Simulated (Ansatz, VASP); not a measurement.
Two plane-wave programs on SiGe

```
Si Ge
1.0
     3.78725    0.00000    0.00000
    -1.89362    3.27985    0.00000
     0.00000    0.00000    6.35687
Si Ge
2 2
Direct
  0.66667 0.33333 0.87447
  0.33333 0.66667 0.37447
  0.66667 0.33333 0.50053
  0.33333 0.66667 0.00053
```

Change from the starting cell: strain -0.030 along x and y, -0.015 along z, atoms carried along.

Alike in both runs: task single point; functional r2SCAN; k mesh 12 × 12 × 4; occupations gaussian, width 0.05 eV; no spin polarisation.

```csv
,VASP,Ansatz
version,VASP 6.6.1,Ansatz 0.2.0
potentials or method,"VASP PAW PBE potentials, release 64 (Si, Ge_d), cutoff 520 eV","scalar-relativistic, plane waves, PAW"
valence electrons in the cell,36,36
```

|  | VASP | Ansatz | Ansatz less VASP |
| --- | --- | --- | --- |
| gap on the k mesh at the Fermi level (eV) | 0.61 | 0.61 | -0.001 |
| least direct gap on the mesh (eV) | 1.19 | 1.20 | +0.007 |
| pressure (GPa) | 7.6 | 7.6 | +0.04 |
| traceless stress, the component that is largest in VASP (GPa) | -2.65 | -2.65 | +0.002 |
| rms of the force components (eV/Å) | 0.135 | 0.133 | -0.0021 |

VASP's potentials were made for PBE, not for r2SCAN. Atom by atom the forces differ by 0.002 eV/Å (rms over components).
